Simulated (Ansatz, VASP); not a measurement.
Two plane-wave programs on Sb

Contents of INCAR:

```
PREC = Accurate
ENCUT = 520
EDIFF = 1E-7
ISMEAR = -1
SIGMA = 0.05
LREAL = F
LASPH = T
NELM = 150
ALGO = Normal
ISIF = 2
LWAVE = F
LCHARG = F
MAGMOM = 0 0 0
LORBIT = 11
LSORBIT = T
GGA_COMPAT = F
LORBMOM = T
GGA = PE
NBANDS = 16
```

File KPOINTS:

```
regular mesh
0
Gamma
  7 7 7
```

Contents of POSCAR:

```
Sb
1.0
    0.0000000000      2.3712425216      2.3712425216
    2.3712425216      0.0000000000      2.3712425216
    2.3712425216      2.3712425216      0.0000000000
Sb
1
Direct
    0.0000000000      0.0000000000      0.0000000000
```

File input.yaml:

```yaml
crystal:
  lattice:
    - [0.0, 2.3712425216, 2.3712425216]
    - [2.3712425216, 0.0, 2.3712425216]
    - [2.3712425216, 2.3712425216, 0.0]
  atoms:
    - { symbol: Sb, position: [0.0, 0.0, 0.0] }
hamiltonian:
  xc: pbe
  pseudopotentials: { kind: paw_fr }
magnetization:
  noncollinear: true
  spin_orbit: true
kpoints:
  mp_grid: { grid: [7, 7, 7] }
  band_path:
    path:
      - [[0.0, 0.0, 0.0], [0.5, 0.0, 0.5], [0.5, 0.25, 0.75], [0.375, 0.375, 0.75], [0.0, 0.0, 0.0], [0.5, 0.5, 0.5], [0.625, 0.25, 0.625], [0.5, 0.25, 0.75], [0.5, 0.5, 0.5], [0.375, 0.375, 0.75]]
      - [[0.625, 0.25, 0.625], [0.5, 0.0, 0.5]]
    npoints: 14
scf:
  occupations: { method: fermi_dirac, width: 0.05 }
  n_extra_bands: 6
output:
  forces: true
  stress: true
  eigenvalues: true
  fatbands: false
```

Alike in both runs: functional PBE; k mesh 7 × 7 × 7; occupations fermi-dirac, width 0.05 eV; non-collinear spin, spin-orbit coupling.

```csv
,VASP,Ansatz
version,VASP 6.6.1,Ansatz 0.2.0
potentials or method,"VASP PAW PBE potentials, release 64 (Sb)",Ansatz PAW
plane-wave cutoff (eV),520,420
valence electrons in the cell,5,15
task,single point,band structure
```

VASP gave:

| Quantity | Value |
| --- | --- |
| pressure (GPa) | 1.5 |
| net moment per atom (μB) | 0.00 |

**Question.** Which values does Ansatz return?

**Answer.** Pressure (GPa): 1.7; net moment per atom (μB): 0.00.

VASP's potentials hold 5 valence electrons a cell and Ansatz's 15, so a difference there can come from the potentials and not from the codes.
